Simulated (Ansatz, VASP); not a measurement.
## Two plane-wave programs on YF5

Contents of INCAR:

```
PREC = Accurate
ENCUT = 520
EDIFF = 1E-6
ISMEAR = 0
SIGMA = 0.1
LREAL = F
LASPH = T
NELM = 60
ALGO = Normal
ISIF = 2
LWAVE = F
LCHARG = F
GGA = PE
NBANDS = 32
```

KPOINTS

```
regular mesh
0
Gamma
  4 4 4
```

The input POSCAR:

```
YF5
1.0
    4.2341376600      0.0000000000      0.0000000000
    0.0000000000      4.2341376600      0.0000000000
    0.0000000000      0.0000000000      4.8784596300
Y F
1 5
Direct
    0.5000000000      0.5000000000      0.8452170100
    0.1811711600      0.0000000000      0.3158678800
    0.8188288400      0.0000000000      0.3158678800
    0.0000000000      0.1811711600      0.3158678800
    0.0000000000      0.8188288400      0.3158678800
    0.5000000000      0.5000000000      0.3958573100
```

Input for Ansatz:

```yaml
crystal:
  lattice:
    - [4.23413766, 0.0, 0.0]
    - [0.0, 4.23413766, 0.0]
    - [0.0, 0.0, 4.87845963]
  atoms:
    - { symbol: "Y", position: [0.5, 0.5, 0.84521701] }
    - { symbol: F, position: [0.18117116, 0.0, 0.31586788] }
    - { symbol: F, position: [0.81882884, 0.0, 0.31586788] }
    - { symbol: F, position: [0.0, 0.18117116, 0.31586788] }
    - { symbol: F, position: [0.0, 0.81882884, 0.31586788] }
    - { symbol: F, position: [0.5, 0.5, 0.39585731] }
basis:
  ecutwfc: 420
kpoints:
  mp_grid: { grid: [4, 4, 4] }
hamiltonian:
  xc: pbe
scf:
  occupations: { method: gaussian, width: 0.1 }
  lower_state_search: "off"
output:
  forces: true
  stress: true
  eigenvalues: true
```

Alike in both runs: task single point; functional PBE; k mesh 4 × 4 × 4; occupations gaussian, width 0.1 eV; no spin polarisation.

```csv
,VASP,Ansatz
version,VASP 6.6.1,Ansatz 0.2.0
potentials or method,"VASP PAW PBE potentials, release 64 (Y_sv, F), cutoff 520 eV","scalar-relativistic, plane waves, PAW"
valence electrons in the cell,46,46
```

|  | VASP | Ansatz | Ansatz less VASP |
| --- | --- | --- | --- |
| gap on the k mesh at the Fermi level (eV) | none | none | - |
| rms of the force components (eV/Å) | 45.053 | 40.008 | -5.0457 |

Atom by atom the forces differ by 5.046 eV/Å (rms over components). A gap of «none» marks a metal or a gap that the smearing closes. With one functional, cell and mesh, what is left measures potentials, basis and numerics.

The k mesh is coarse, so the values compare programs but aren't converged. Noted on VASP's run: the standard files for N, O and F lose accuracy on very short bonds.
